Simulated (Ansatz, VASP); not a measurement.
## AlN in VASP and in Ansatz

```
Al N
1.0
     3.11300    0.00000    0.00000
    -1.55650    2.69594    0.00000
     0.00000    0.00000    4.98100
Al N
2 2
Cartesian
  0.0000 1.7973 0.0000
  1.5565 0.8986 2.4905
  0.0000 1.7973 1.8928
  1.5565 0.8986 4.3833
```

Alike in both runs: task relaxation of cell and atoms; functional PBE; k mesh 12 × 12 × 4; occupations fermi-dirac, width 0.01 eV; no spin polarisation.

|  | VASP | Ansatz |
| --- | --- | --- |
| version | VASP 6.6.1 | Ansatz 0.2.0 |
| potentials or method | VASP PAW PBE potentials, release 64 (Al, N), cutoff 600 eV | plane waves, PAW |
| valence electrons in the cell | 16 | 16 |

VASP gave:

- relaxed volume (Å³/atom): 10.62
- relaxed length of the cell vector where the two differ most in proportion (Å): 3.127

Question: What did Ansatz give for the same quantities?

Answer: Relaxed volume (Å³/atom): 10.64; relaxed length of the cell vector where the two differ most in proportion (Å): 3.130.
